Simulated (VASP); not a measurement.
# Hf (Im-3m) in VASP: notebook, part 3 of 3

VASP 6.6.1.

### Step 6. Electric field gradients, PBEsol (volume scaled by 1.04)

Input file INCAR:

```
  PREC = Accurate
  ENCUT = 520
  EDIFF = 1E-8
  ISMEAR = -1
  SIGMA = 0.08
  LREAL = False
  LASPH = True
  NELM = 100
  ALGO = Normal
  ISIF = 2
  LWAVE = False
  LCHARG = False
  GGA = PS
  LEFG = True
  NBANDS = 11
```

Input file KPOINTS:

```
Automatic mesh
0
Gamma
  16 16 16
```

Input file POSCAR:

```
Hf
1.0
   -1.8287527239      1.8287527239      1.8287527239
    1.8287527239     -1.8287527239      1.8287527239
    1.8287527239      1.8287527239     -1.8287527239
Hf
1
Direct
    0.0000000000      0.0000000000      0.0000000000
```

Potentials or basis: VASP PAW PBE potentials, release 64 (Hf_pv).

Command:

```
$ cat potpaw_PBE.64/Hf_pv/POTCAR > POTCAR
$ mpirun -np 1 vasp_std > vasp.out
```

OUTCAR:

```text
PREC = Accurate
   ENCUT = 520
   EDIFF = 1E-8
   ISMEAR = -1
   LREAL = False
   LASPH = True
   NELM = 100
   ISIF = 2
   GGA = PS

 ion  position               nearest neighbor table
   1  0.000  0.000  0.000-

  LATTYP: Found a body centered cubic cell.
 ALAT       =     3.6575054478

  Lattice vectors:

 A1 = (  -1.8287527239,   1.8287527239,   1.8287527239)
 A2 = (   1.8287527239,  -1.8287527239,   1.8287527239)
 A3 = (   1.8287527239,   1.8287527239,  -1.8287527239)

Analysis of symmetry for initial positions (statically):
=====================================================================
 Subroutine PRICEL returns:
 Original cell was already a primitive cell.

 Routine SETGRP: Setting up the symmetry group for a
 body centered cubic supercell.

 Subroutine GETGRP returns: Found 48 space group operations
 (whereof 48 operations were pure point group operations)
 out of a pool of 48 trial point group operations.

The static configuration has the point symmetry O_h .

Analysis of symmetry for dynamics (positions and initial velocities):
=====================================================================
 Subroutine PRICEL returns:
 Original cell was already a primitive cell.

 Routine SETGRP: Setting up the symmetry group for a
 body centered cubic supercell.

 Subroutine GETGRP returns: Found 48 space group operations
 (whereof 48 operations were pure point group operations)
 out of a pool of 48 trial point group operations.

The dynamic configuration has the point symmetry O_h .

 Subroutine INISYM returns: Found 48 space group operations
 (whereof 48 operations are pure point group operations),
 and found     1 'primitive' translations

----------------------------------------------------------------------------------------

                                     Primitive cell

  volume of cell :      24.4639

  direct lattice vectors                    reciprocal lattice vectors
    -1.828752724  1.828752724  1.828752724     0.000000000  0.273410392  0.273410392
     1.828752724 -1.828752724  1.828752724     0.273410392  0.000000000  0.273410392
     1.828752724  1.828752724 -1.828752724     0.273410392  0.273410392  0.000000000

  length of vectors
     3.167492632  3.167492632  3.167492632     0.386660685  0.386660685  0.386660685

  position of ions in fractional coordinates (direct lattice)
     0.000000000  0.000000000  0.000000000

  ion indices of the primitive-cell ions
   primitive index   ion index
                 1           1

----------------------------------------------------------------------------------------

 KPOINTS: Automatic mesh

Automatic generation of k-mesh.
 Grid dimensions read from file:
 generate k-points for:   16   16   16

 Generating k-lattice:

  Cartesian coordinates                     Fractional coordinates (reciprocal lattice)
     0.000000000  0.017088150  0.017088150     0.062500000  0.000000000  0.000000000
     0.017088150  0.000000000  0.017088150     0.000000000  0.062500000  0.000000000
     0.017088150  0.017088150  0.000000000     0.000000000  0.000000000  0.062500000
[... 71 lines left out ...]
   EFERMI =   0.00;   METHOD = LEGACY
   ISMEAR =    -1;   SIGMA  =   0.08  broadening in eV -4-tet -1-fermi 0-gaus
   EFERMI_NEDOS =   21; number of points for ismear=-14 and -15
   IALGO  =     38    algorithm
   IMIX   =      4    mixing-type and parameters
     AMIX     =   0.40;   BMIX     =  1.00
     AMIX_MAG =   1.60;   BMIX_MAG =  1.00
  volume/ion in A,a.u.               =      24.46       165.09
  Fermi-wavevector in a.u.,A,eV,Ry     =   1.214973  2.295965 20.084357  1.476159
  Thomas-Fermi vector in A             =   2.350375
   LORBIT       =      0    0 simple, 1 ext, 2 COOP (PROOUT), +10 PAW based schemes
   GGA     = PS    functional components
   LHFCALC =     F    Hartree Fock is set to
   AEXX    =    0.0000 exact exchange contribution
   IVDW    =     0    specifies the selected vdW correction
   LEPSILON=     F    determine dielectric tensor
   LRPA    =     F    only Hartree local field effects (RPA)
 non-spin polarized calculation
  energy-cutoff  :      520.00
  volume of cell :       24.46
 maximum number of plane-waves:       682
   NGX = 11   NGY = 11   NGZ = 11

 number of electron      10.0000000 magnetization

 number of electron       9.9999997 magnetization

 Free energy of the ion-electron system (eV)
  ---------------------------------------------------
  ext. energy  EPLUGINS =         0.00000000
  ---------------------------------------------------
  free energy    TOTEN  =       -10.22081912 eV

  energy without entropy =      -10.17400506  energy(sigma->0) =      -10.19741209

 E-fermi :   3.8455     XC(G=0): -10.9902

 val. band max:        3.8437126240   @ k =  -0.4375   0.4375   0.1250
 cond. band min:       3.8536036558   @ k =   0.3125   0.1875   0.0000
 fundamental gap:      0.0098910317
 Fermi energy:         3.8455329851

 k-point     1 :       0.0000    0.0000    0.0000
  band No.  band energies     occupation
      1     -26.2941      2.00000
      2     -26.2941      2.00000
      3     -26.2941      2.00000
      4      -2.9080      2.00000
      5       5.2697      0.00000
      6       5.2697      0.00000
      7       5.2697      0.00000
      8       7.8103      0.00000
      9       7.8103      0.00000
     10      16.7376      0.00000
     11      16.7376      0.00000
[... 309 lines left out ...]
 k-point    24 :       0.2500    0.1875   -0.0000
  band No.  band energies     occupation
      1     -26.7694      2.00000
      2     -26.4912      2.00000
      3     -26.3452      2.00000
      4       0.7404      2.00000
      5       3.4739      1.98098
      6       3.9007      0.66851
      7       7.2778      0.00000
      8       8.3947      0.00000
      9       9.6694      0.00000
     10      13.7758      0.00000
     11      16.5057      0.00000

 [... further k-points ...]

------------------------ aborting loop because EDIFF is reached ----------------------------------------

  FORCE on cell =-STRESS in cart. coord.  units (eV):
  Direction    XX          YY          ZZ          XY          YZ          ZX
  --------------------------------------------------------------------------------------
  -------------------------------------------------------------------------------------
  Total       -1.8228365     -1.8228365     -1.8228365      0.0000000      0.0000000     -0.0000000
  in kB     -119.3804859   -119.3804859   -119.3804859      0.0000000      0.0000000     -0.0000000
  external PRESSURE =    -119.3804859 kB  Pullay stress =       0.0000000 kB

 VOLUME and BASIS-vectors are now :
 -----------------------------------------------------------------------------
  energy-cutoff  :      520.00
  volume of cell :       24.46
      direct lattice vectors                 reciprocal lattice vectors
    -1.828752724  1.828752724  1.828752724     0.000000000  0.273410392  0.273410392
     1.828752724 -1.828752724  1.828752724     0.273410392  0.000000000  0.273410392
     1.828752724  1.828752724 -1.828752724     0.273410392  0.273410392  0.000000000

 POSITION                                       TOTAL-FORCE (eV/Angst)
 -----------------------------------------------------------------------------------
      0.00000      0.00000      0.00000         0.000000     -0.000000      0.000000
 -----------------------------------------------------------------------------------
    total drift:                                0.000000      0.000000      0.000000

  FREE ENERGIE OF THE ION-ELECTRON SYSTEM (eV)
  ---------------------------------------------------
  free  energy   TOTEN  =       -10.2208191189 eV

  energy  without entropy=      -10.1740050609  energy(sigma->0) =      -10.19741209

 Electric field gradients (V/A^2)
---------------------------------------------------------------------
 ion       V_xx      V_yy      V_zz      V_xy      V_xz      V_yz
---------------------------------------------------------------------
   1      -0.000    -0.000     0.000     0.000     0.000     0.000
---------------------------------------------------------------------

 Electric field gradients after diagonalization (V/A^2)
 (convention: |V_zz| > |V_xx| > |V_yy|)
----------------------------------------------------------------------
 ion       V_xx      V_yy      V_zz     asymmetry (V_yy - V_xx)/ V_zz
----------------------------------------------------------------------
   1      -0.000    -0.000     0.000       0.000
----------------------------------------------------------------------

           NMR quadrupolar parameters

 Cq : quadrupolar parameter    Cq=e*Q*V_zz/h
 eta: asymmetry parameters     (V_yy - V_xx)/ V_zz
 Q  : nuclear electric quadrupole moment in mb (millibarn)
----------------------------------------------------------------------
 ion       Cq(MHz)       eta       Q (mb)
----------------------------------------------------------------------
   1       0.000       0.000       1.000
----------------------------------------------------------------------
```

stdout:

```text
POSCAR found type information on POSCAR Hf
 POSCAR found :  1 types and       1 ions
 scaLAPACK will be used
 -----------------------------------------------------------------------------
|                                                                             |
|                                                                             |
|     You enforced a specific xc type in the INCAR file but a different       |
|     I HOPE YOU KNOW WHAT YOU ARE DOING!                                     |
|                                                                             |
 -----------------------------------------------------------------------------

 LDA part: xc-table for (Slater+PW92), standard interpolation
 POSCAR, INCAR and KPOINTS ok, starting setup
 FFT: planning ... GRIDC
 FFT: planning ... GRID_SOFT
 FFT: planning ... GRID
 WAVECAR not read
 entering main loop
ion   1
```

Wall time 13 s (1 thread of Intel Xeon 6975P-C (Granite Rapids), shared host); peak memory 0.16 GiB.

What came out:

```
Free energy            : -10.2208 eV
Pressure               : -11.9 GPa
Band gap on the k mesh : zero (band 5 reaches 5.27 eV, above the bottom of band 6 at 3.15 eV)
```

Levels at points of the mesh, in eV from the Fermi level:
| k point | band 2 | band 3 | band 4 | band 5 | band 6 | band 7 | band 8 | band 9 |
| --- | --- | --- | --- | --- | --- | --- | --- | --- |
| (0.00, 0.00, 0.00) | -30.14 | -30.14 | -6.75 | 1.42 | 1.42 | 1.42 | 3.96 | 3.96 |
| (0.50, 0.00, 0.00) | -30.34 | -30.14 | -3.13 | -0.38 | 0.79 | 3.74 | 4.66 | 6.83 |
| (0.50, 0.50, 0.50) | -30.57 | -30.57 | -2.21 | -2.21 | 6.11 | 6.11 | 6.11 | 6.55 |

Caveat: without QUAD_EFG the Cq values of the log hold for a quadrupole moment of 1 mb, not for the nuclei; the PAW data sets were made with another functional, which shifts forces and pressure a little; spin-orbit coupling is left out, which moves the levels of the heavy elements.

### Step 7. The runs side by side

| cell | gap on the mesh (eV) | pressure (GPa) |
| --- | --- | --- |
| a = 3.105 Å, angles 109.5°, 1 atom | none | -7.6 |
| a = 3.126 Å, angles 109.5°, 1 atom | none | -9.2 |
| a = 3.137 Å, angles 109.5°, 1 atom | none | -9.9 |
| a = 3.167 Å, angles 109.5°, 1 atom | none | -11.9 |

Alike in all rows: task electric field gradients; level PBEsol; potentials or basis VASP PAW PBE potentials, release 64 (Hf_pv); no spin polarisation; k mesh 16 × 16 × 16; cutoff (eV) 520; smearing fermi-dirac 0.08 eV.

Caveats: the PAW data sets were made with another functional, which shifts forces and pressure a little; spin-orbit coupling is left out, which moves the levels of the heavy elements.

Total energies depend on the potentials used, so only differences within one code and one set of settings carry meaning.
